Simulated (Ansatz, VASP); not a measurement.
ZrCu: VASP beside Ansatz

File INCAR:

```
PREC     = Accurate       # precision mode
ENCUT    = 520            # plane-wave cutoff, eV
EDIFF    = 1E-6           # SCF threshold, eV
ISMEAR   = -1             # smearing method
SIGMA    = 0.05           # smearing width, eV
LREAL    = F              # projectors in reciprocal space
LASPH    = T              # aspherical terms in the spheres
NELM     = 60             # most SCF steps
ALGO     = Normal         # electronic algorithm
ISIF     = 2              # what is computed and relaxed
LWAVE    = F              # write WAVECAR
LCHARG   = F              # write CHGCAR
GGA      = CA             # functional
NBANDS   = 18             # bands
```

Contents of KPOINTS:

```
Automatic mesh
0
Gamma
  11 11 11
```

The input POSCAR:

```
ZrCu
1.0
    3.2526642500      0.0000000000      0.0000000000
    0.0000000000      3.2526642500      0.0000000000
    0.0000000000      0.0000000000      3.2526642500
Zr Cu
1 1
Direct
    0.5000000000      0.5000000000      0.5000000000
    0.0000000000      0.0000000000      0.0000000000
```

Input for Ansatz:

```yaml
crystal:
  lattice:
    - [3.25266425, 0.0, 0.0]
    - [0.0, 3.25266425, 0.0]
    - [0.0, 0.0, 3.25266425]
  atoms:
    - { symbol: Zr, position: [0.5, 0.5, 0.5] }
    - { symbol: Cu, position: [0.0, 0.0, 0.0] }
kpoints:
  mp_grid: { grid: [11, 11, 11] }
  band_path:
    path:
      - [0.0, 0.0, 0.0]
      - [0.0, 0.5, 0.0]
      - [0.5, 0.5, 0.0]
      - [0.0, 0.0, 0.0]
      - [0.5, 0.5, 0.5]
      - [0.0, 0.5, 0.0]
      - [0.5, 0.5, 0.5]
      - [0.5, 0.5, 0.0]
    npoints: 14
scf:
  occupations: { method: fermi_dirac, width: 0.05 }
hamiltonian:
  xc: lda
  pseudopotentials: { kind: all_electron, lapw: { basis_error: 0.001 } }
output:
  forces: true
  stress: true
  eigenvalues: true
  populations: true
```

Alike in both runs: task single point; functional LDA; k mesh 11 × 11 × 11; occupations fermi-dirac, width 0.05 eV; no spin polarisation.

|  | VASP | Ansatz |
| --- | --- | --- |
| version | VASP 6.6.1 | Ansatz 0.2.0 |
| potentials or method | VASP PAW LDA potentials, release 64 (Zr_sv, Cu), cutoff 520 eV | all-electron LAPW, scalar-relativistic |

```tsv
	VASP	Ansatz	Ansatz less VASP
pressure (GPa)	-6.5	-7.0	-0.46
```

LDA's correlation is that of Perdew and Zunger in VASP and of Perdew and Wang (1992) in Ansatz. Ansatz ran all-electron here, and VASP with PAW potentials.
